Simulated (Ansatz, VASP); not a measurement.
**BN in VASP and in Ansatz**

Contents of INCAR:

```
  ALGO = Normal
  EDIFF = 1E-7
  ENCUT = 520
  GGA = PE
  ISIF = 2
  ISMEAR = 0
  LASPH = True
  LCHARG = False
  LREAL = False
  LWAVE = False
  NBANDS = 11
  NELM = 100
  PREC = Accurate
  SIGMA = 0.019000000000000003
```

KPOINTS

```
k-points
0
Gamma
  13 13 13
```

Contents of POSCAR:

```
BN
1.0
    0.0000000000      1.8130010000      1.8130010000
    1.8130010000      0.0000000000      1.8130010000
    1.8130010000      1.8130010000      0.0000000000
N B
1 1
Direct
    0.2500000000      0.2500000000      0.2500000000
    0.0000000000      0.0000000000      0.0000000000
```

File input.yaml:

```yaml
crystal:
  lattice:
    - [0.0, 1.813001, 1.813001]
    - [1.813001, 0.0, 1.813001]
    - [1.813001, 1.813001, 0.0]
  atoms:
    - { symbol: "N", position: [0.25, 0.25, 0.25] }
    - { symbol: B, position: [0.0, 0.0, 0.0] }
kpoints:
  mp_grid: { grid: [13, 13, 13] }
scf:
  occupations: { method: gaussian, width: 0.019 }
hamiltonian:
  xc: pbe
  pseudopotentials: { kind: all_electron, lapw: { basis_error: 0.001 } }
output:
  forces: true
  stress: true
  eigenvalues: true
```

Alike in both runs: task single point; functional PBE; k mesh 13 × 13 × 13; occupations gaussian, width 0.019 eV; no spin polarisation.

|  | VASP | Ansatz |
| --- | --- | --- |
| version | VASP 6.6.1 | Ansatz 0.2.0 |
| potentials or method | VASP PAW PBE potentials, release 64 (N, B), cutoff 520 eV | all-electron LAPW, scalar-relativistic |

```tsv
	VASP	Ansatz	Ansatz less VASP
gap on the k mesh at the Fermi level (eV)	4.52	4.53	+0.008
least direct gap on the mesh (eV)	8.78	8.78	+0.008
pressure (GPa)	-0.2	-0.4	-0.24
```

Ansatz ran all-electron here, and VASP with PAW potentials.
